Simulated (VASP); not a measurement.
# H7C2F in VASP: further runs, part 3 of 3

VASP 6.6.1. The steps go on from the part before.

## 4. Relaxation of the atoms, PBE+D3(BJ)

File INCAR:

```
SYSTEM = H7C2F
ALGO = Normal
EDIFF = 1E-6
EDIFFG = -0.3
ENCUT = 520
GGA = PE
IBRION = 2
ISIF = 2
ISMEAR = -1
IVDW = 12
LASPH = .True.
LCHARG = .False.
LREAL = Auto
LWAVE = .False.
NELM = 80
NSW = 35
PREC = Accurate
SIGMA = 0.02
```

File KPOINTS:

```
k-points
0
Gamma
  1 1 1
  0 0 0
```

File POSCAR:

```
H7C2F
1.0
    7.2304270000      0.0000000000      0.0000000000
    0.0000000000      7.2304270000      0.0000000000
    0.0000000000      0.0000000000      7.2304270000
C H F
6 21 3
Direct
    0.5196310000      0.9976838000      0.6895038000
    0.4150396000      0.9057259000      0.5312153000
    0.1410020000      1.0878646000      0.0518767000
    0.2422048000      0.9053419000      0.0817823000
    0.4353403000      0.4344202000      0.2455798000
    0.4370393000      0.4297165000      0.0348054000
    0.5654446000      0.8957204000      0.7912365000
    0.6421010000      1.0704899000      0.6390521000
    0.4326552000      1.0983280000      0.7612738000
    0.3692259000      1.0076893000      0.4294826000
    0.5020154000      0.8050817000      0.4594452000
    0.2925696000      0.8329198000      0.5816670000
    0.2008963000      1.1653146000     -0.0632716000
   -0.0050987000      1.0648598000      0.0207258000
    0.1485346000      1.1753097000      0.1749279000
    0.1823104000      0.8278919000      0.1969306000
    0.2346721000      0.8178967000     -0.0412689000
    0.3883054000      0.9283467000      0.1129332000
    0.4338595000      0.5765262000      0.2970450000
    0.3133819000      0.3642725000      0.3008106000
    0.5574589000      0.3661184000      0.3027368000
    0.4385201000      0.2876105000     -0.0166598000
    0.3149207000      0.4980184000     -0.0223515000
    0.5589977000      0.4998643000     -0.0204254000
    0.6634337000      0.4837817000      0.5359021000
    1.0182628000      0.3823964000     -0.0109141000
    0.9721756000      0.9636875000      0.5772171000
    0.6250646000      0.3819590000      0.6054909000
    0.9236131000      0.3643938000      0.0751089000
    0.9775918000      0.8856034000      0.6799604000
```

Potentials or basis: VASP PAW PBE potentials, release 64 (C, H, F).

Command:

```
> cat potpaw_PBE.64/C/POTCAR potpaw_PBE.64/H/POTCAR potpaw_PBE.64/F/POTCAR > POTCAR
> mpirun -np 1 vasp_gam > vasp.out
```

OUTCAR:

```text
SYSTEM = H7C2F
   EDIFF = 1E-6
   EDIFFG = -0.3
   ENCUT = 520
   GGA = PE
   IBRION = 2
   ISIF = 2
   ISMEAR = -1
   IVDW = 12
   LASPH = .True.
   LREAL = Auto
   NELM = 80
   NSW = 35
   PREC = Accurate
 IVDW          = 12

 ion  position               nearest neighbor table
   1  0.520  0.998  0.690-   7 1.09   9 1.09   8 1.09   2 1.52
   2  0.415  0.906  0.531-  10 1.09  11 1.09  12 1.09   1 1.52
   3  0.141  0.088  0.052-  13 1.09  15 1.09  14 1.09   4 1.52
   4  0.242  0.905  0.082-  16 1.09  18 1.09  17 1.09   3 1.52
   5  0.435  0.434  0.246-  19 1.09  20 1.09  21 1.09   6 1.52
   6  0.437  0.430  0.035-  22 1.09  24 1.09  23 1.09   5 1.52
   7  0.565  0.896  0.791-   1 1.09
   8  0.642  0.070  0.639-   1 1.09
   9  0.433  0.098  0.761-   1 1.09
  10  0.369  0.008  0.429-   2 1.09
  11  0.502  0.805  0.459-   2 1.09
  12  0.293  0.833  0.582-   2 1.09
[... 16 lines left out ...]
  29  0.924  0.364  0.075-  26 0.93
  30  0.978  0.886  0.680-  27 0.93

  LATTYP: Found a simple cubic cell.
 ALAT       =     7.2304270000

  Lattice vectors:

 A1 = (   7.2304270000,   0.0000000000,   0.0000000000)
 A2 = (   0.0000000000,   7.2304270000,   0.0000000000)
 A3 = (   0.0000000000,   0.0000000000,   7.2304270000)

Analysis of symmetry for initial positions (statically):
=====================================================================
 Subroutine PRICEL returns:
 Original cell was already a primitive cell.

 Routine SETGRP: Setting up the symmetry group for a
 simple cubic supercell.

 Subroutine GETGRP returns: Found  1 space group operations
 (whereof  1 operations were pure point group operations)
 out of a pool of 48 trial point group operations.

The static configuration has the point symmetry C_1 .

Analysis of symmetry for dynamics (positions and initial velocities):
=====================================================================
 Subroutine PRICEL returns:
 Original cell was already a primitive cell.

 Routine SETGRP: Setting up the symmetry group for a
 simple cubic supercell.

 Subroutine GETGRP returns: Found  1 space group operations
 (whereof  1 operations were pure point group operations)
 out of a pool of 48 trial point group operations.

[... 148 lines left out ...]
   EFERMI_NEDOS =   21; number of points for ismear=-14 and -15
   IALGO  =     38    algorithm
   IMIX   =      4    mixing-type and parameters
     AMIX     =   0.40;   BMIX     =  1.00
     AMIX_MAG =   1.60;   BMIX_MAG =  1.00
  volume/ion in A,a.u.               =      12.60        85.03
  Fermi-wavevector in a.u.,A,eV,Ry     =   0.915009  1.729117 11.391370  0.837242
  Thomas-Fermi vector in A             =   2.039702
   LORBIT       =      0    0 simple, 1 ext, 2 COOP (PROOUT), +10 PAW based schemes
   GGA     = PE    functional components
   LHFCALC =     F    Hartree Fock is set to
   AEXX    =    0.0000 exact exchange contribution
   IVDW    =    12    specifies the selected vdW correction
   LEPSILON=     F    determine dielectric tensor
   LRPA    =     F    only Hartree local field effects (RPA)
 conjugate gradient relaxation of ions
 non-spin polarized calculation
  energy-cutoff  :      520.00
  volume of cell :      378.00
 maximum number of plane-waves:      5066
 NGX is ok and might be reduce to    54
   NGX = 27   NGY = 27   NGZ = 27

--------------------------------------- Ionic step        1  -------------------------------------------

 number of electron      66.0000032 magnetization

 Free energy of the ion-electron system (eV)
  ---------------------------------------------------
  ext. energy  EPLUGINS =         0.00000000
  ---------------------------------------------------
  free energy    TOTEN  =      -144.70639243 eV

  energy without entropy =     -144.70639243  energy(sigma->0) =     -144.70639243

------------------------ aborting loop because EDIFF is reached ----------------------------------------

 Edisp (eV)   -0.91267

 E8    (eV) :    -0.2012
[... 189 lines left out ...]
  FREE ENERGIE OF THE ION-ELECTRON SYSTEM (eV)
  ---------------------------------------------------
  free  energy   TOTEN  =      -145.6523946971 eV

  energy  without entropy=     -145.6523946970  energy(sigma->0) =     -145.65239470

[... ionic steps 4 to 14 ...]

--------------------------------------- Ionic step       15  -------------------------------------------

 number of electron      65.9999998 magnetization

------------------------ aborting loop because EDIFF is reached ----------------------------------------
[... 131 lines left out ...]
--------------------------------------- Ionic step       17  -------------------------------------------

 number of electron      65.9999965 magnetization

 Free energy of the ion-electron system (eV)
  ---------------------------------------------------
  ext. energy  EPLUGINS =         0.00000000
  ---------------------------------------------------
  free energy    TOTEN  =      -145.09750561 eV

  energy without entropy =     -145.09750561  energy(sigma->0) =     -145.09750561

 E-fermi :  -4.7167     XC(G=0):  -5.7938

 val. band max:       -5.2244399901   @ k =   0.0000   0.0000   0.0000
 cond. band min:       0.5315214520   @ k =   0.0000   0.0000   0.0000
 fundamental gap:      5.7559614421
 Fermi energy:        -4.7167103494

 k-point     1 :       0.0000    0.0000    0.0000
  band No.  band energies     occupation
      1     -27.7098      2.00000
      2     -27.4073      2.00000
      3     -27.2910      2.00000
      4     -16.4355      2.00000
      5     -16.1122      2.00000
      6     -16.0951      2.00000
[... 37 lines left out ...]
     44       4.9536      0.00000
     45       5.3258      0.00000
 [bands above 45 left out]

------------------------ aborting loop because EDIFF is reached ----------------------------------------

 Edisp (eV)   -0.90603

 E8    (eV) :    -0.1993
[... 53 lines left out ...]
  FREE ENERGIE OF THE ION-ELECTRON SYSTEM (eV)
  ---------------------------------------------------
  free  energy   TOTEN  =      -146.0035329786 eV

  energy  without entropy=     -146.0035329786  energy(sigma->0) =     -146.00353298

 reached required accuracy - stopping structural energy minimisation
```

CONTCAR:

```text
H7C2F
   1.00000000000000
     7.2304269999999997    0.0000000000000000    0.0000000000000000
     0.0000000000000000    7.2304269999999997    0.0000000000000000
     0.0000000000000000    0.0000000000000000    7.2304269999999997
  C               H               F
     6    21     3
Direct
     0.5224650398865620    0.9935348377867427    0.6915675735508859
     0.4177832397985372    0.9043550654336913    0.5334802984268883
     0.1361360602132262    0.0760902557579501    0.0519342447578148
     0.2423617496141670    0.8962722451214475    0.0794158022966621
     0.4366767216895924    0.4365593677230991    0.2416124609927336
     0.4403694663792817    0.4353079185646171    0.0315898323114946
[... 22 lines left out ...]
     0.8974686142467708    0.4338390597039941    0.0651606518875896
     0.9714809336960637    0.8786194875383200    0.6740884767563954

  0.00000000E+00  0.00000000E+00  0.00000000E+00
  0.00000000E+00  0.00000000E+00  0.00000000E+00
  0.00000000E+00  0.00000000E+00  0.00000000E+00
  0.00000000E+00  0.00000000E+00  0.00000000E+00
  0.00000000E+00  0.00000000E+00  0.00000000E+00
  0.00000000E+00  0.00000000E+00  0.00000000E+00
[... 22 lines left out ...]
  0.00000000E+00  0.00000000E+00  0.00000000E+00
  0.00000000E+00  0.00000000E+00  0.00000000E+00
```

It took 9.6 min on 1 thread of Intel Xeon Platinum 8259CL at 2.50GHz (Skylake/Cascade Lake), shared host; peak memory 0.41 GiB.

What came out:

```
Free energy                  : -146.0035 eV
Energy gained by relaxing    : 12.8 meV/atom
Ionic steps                  : 17
Pressure after relaxing      : 0.7 GPa
Largest force after relaxing : 0.280 eV/Å
Band gap on the k mesh       : 5.76 eV
Dispersion energy per atom   : -0.030 eV
```

Forces in eV/Å, atoms in the order of the input:
```
C    0.028 -0.086 -0.041
C   -0.138 -0.005 -0.125
C   -0.086 -0.173  0.059
C    0.060 -0.003 -0.077
C    0.054 -0.006  0.134
C    0.091 -0.003 -0.074
H    0.078 -0.194  0.185
H    0.186  0.112 -0.055
H   -0.073  0.101  0.064
H   -0.008  0.064 -0.085
H    0.086  0.026  0.029
H   -0.026 -0.060  0.079
H   -0.177 -0.013  0.149
H    0.036  0.104  0.012
H   -0.094  0.024 -0.182
H   -0.163 -0.117  0.176
H   -0.129 -0.095 -0.216
H    0.224  0.122  0.038
H    0.050  0.095 -0.015
H   -0.084 -0.056 -0.046
H    0.087 -0.029  0.079
H    0.006 -0.102 -0.082
H   -0.209  0.063 -0.050
H    0.168  0.132 -0.028
H   -0.047  0.072 -0.086
H   -0.115 -0.025  0.084
H   -0.017  0.128 -0.114
F    0.113  0.035  0.104
F    0.118  0.047  0.001
F   -0.020 -0.159  0.080
```

The path:
| step | energy change (eV) | largest force (eV/Å) | pressure (GPa) |
| --- | --- | --- | --- |
| 1 | 0.0000 | 1.1271 | 1.31 |
| 2 | 0.0286 | 1.8726 | 0.10 |
| 3 | -0.0333 | 0.9159 | 0.77 |
| 4 | -0.0944 | 0.6854 | 0.67 |
| 5 | -0.1225 | 1.3122 | 0.53 |
| 6 | -0.1485 | 1.1664 | 0.44 |
| 7 | -0.2044 | 0.7313 | 0.16 |
| 8 | -0.2047 | 1.4508 | -0.44 |
| 9 | -0.2246 | 0.7518 | -0.13 |
| 10 | -0.2441 | 0.4518 | 0.02 |
| 11 | -0.2722 | 0.6222 | 0.46 |
| 12 | -0.2991 | 0.3588 | 0.50 |
| 13 | -0.3261 | 0.8193 | 0.61 |
| 14 | -0.3269 | 0.6583 | 0.59 |
| 15 | -0.3487 | 0.4497 | 0.67 |
| 16 | -0.3604 | 0.4999 | 0.78 |
| 17 | -0.3845 | 0.2798 | 0.73 |

Final structure:
```yaml
crystal:
  lattice:
    - [7.23043, 0.00000, 0.00000]
    - [0.00000, 7.23043, 0.00000]
    - [0.00000, 0.00000, 7.23043]
  atoms:
    - { symbol: C, position: [0.52246, 0.99353, 0.69157] }
    - { symbol: C, position: [0.41778, 0.90436, 0.53348] }
    - { symbol: C, position: [0.13614, 0.07609, 0.05193] }
    - { symbol: C, position: [0.24236, 0.89627, 0.07942] }
    - { symbol: C, position: [0.43668, 0.43656, 0.24161] }
    - { symbol: C, position: [0.44037, 0.43531, 0.03159] }
    - { symbol: H, position: [0.56657, 0.89222, 0.79391] }
    - { symbol: H, position: [0.64539, 0.06533, 0.64199] }
    - { symbol: H, position: [0.43750, 0.09697, 0.76105] }
    - { symbol: H, position: [0.37149, 0.00937, 0.43453] }
    - { symbol: H, position: [0.50266, 0.80553, 0.45564] }
    - { symbol: H, position: [0.29430, 0.82992, 0.58096] }
    - { symbol: H, position: [0.19358, 0.15257, 0.93285] }
    - { symbol: H, position: [0.98930, 0.04630, 0.02485] }
    - { symbol: H, position: [0.14763, 0.16194, 0.17752] }
    - { symbol: H, position: [0.18797, 0.81647, 0.19531] }
    - { symbol: H, position: [0.23651, 0.80873, 0.95691] }
    - { symbol: H, position: [0.38842, 0.92063, 0.10838] }
    - { symbol: H, position: [0.43666, 0.57719, 0.29749] }
    - { symbol: H, position: [0.31511, 0.36768, 0.30070] }
    - { symbol: H, position: [0.55841, 0.36245, 0.29317] }
    - { symbol: H, position: [0.45001, 0.29391, 0.98003] }
    - { symbol: H, position: [0.31884, 0.50066, 0.97033] }
    - { symbol: H, position: [0.56143, 0.50755, 0.97845] }
    - { symbol: H, position: [0.65669, 0.49013, 0.53420] }
    - { symbol: H, position: [0.00007, 0.37746, 0.00777] }
    - { symbol: H, position: [0.97068, 0.96611, 0.57872] }
    - { symbol: F, position: [0.64721, 0.40113, 0.62821] }
    - { symbol: F, position: [0.89747, 0.43384, 0.06516] }
    - { symbol: F, position: [0.97148, 0.87862, 0.67409] }
```

Levels at points of the mesh, in eV from the valence-band top:
```tsv
k point	band 30	band 31	band 32	band 33	band 34	band 35	band 36	band 37
(0.00, 0.00, 0.00)	-0.49	-0.35	-0.24	0.00	5.76	7.48	7.75	8.01
```

Caveat: the k points lie up to 0.87 Å⁻¹ apart; the relaxation stopped at a loose force limit of 0.3 eV/Å, so its end isn't a converged minimum.
